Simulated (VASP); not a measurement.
Wanted: the native input for a VASP 6.6.1 run.

```yaml
Task: single point
Functional: PBE
Potentials_or_basis: VASP PAW PBE potentials, release 64 (Na_pv)
Cutoff: 520 eV
k_mesh: 12 × 12 × 4
Occupations: gaussian, width 0.1 eV
Spin: no spin polarisation
Dipole_correction: no
Further_INCAR_settings: ALGO = Fast; EDIFF = 1e-07; NBANDS = 22
```

The structure of Na lies in POSCAR:

```
Na
1.0
    3.7554052360      0.0000000000      0.0000000000
   -1.8777026180      3.2522763359      0.0000000000
    0.0000000000      0.0000000000     12.1279644669
Na
4
Direct
    0.0000000000      0.0000000000      0.0000000000
    0.0000000000      0.0000000000      0.5000000000
    0.3333333333      0.6666666667      0.2500000000
    0.6666666667      0.3333333333      0.7500000000
```

These files were run (other wordings do the same):

INCAR

```
SYSTEM = Na
ALGO = Fast
EDIFF = 1E-7
ENCUT = 520
GGA = PE
ISIF = 2
ISMEAR = 0
LASPH = .TRUE.
LCHARG = .FALSE.
LREAL = .FALSE.
LWAVE = .FALSE.
NBANDS = 22
NELM = 60
PREC = Accurate
SIGMA = 0.1
```

KPOINTS

```
k-points
0
G
  12 12 4
  0 0 0
```

Potentials or basis: VASP PAW PBE potentials, release 64 (Na_pv).

The run is started by

```sh
$ cat potpaw_PBE.64/Na_pv/POTCAR > POTCAR
$ mpirun -np 1 vasp_std > vasp.out
```

Results of the run:

- Pressure: 0.0 GPa
- Band gap on the k mesh: zero (band 14 reaches 1.81 eV, above the bottom of band 15 at -1.90 eV)

It took 2.6 min on 1 thread of Intel(R) Xeon(R) Platinum 8259CL CPU @ 2.50GHz (Skylake/Cascade Lake), on a shared host, peak memory 0.3 GiB.
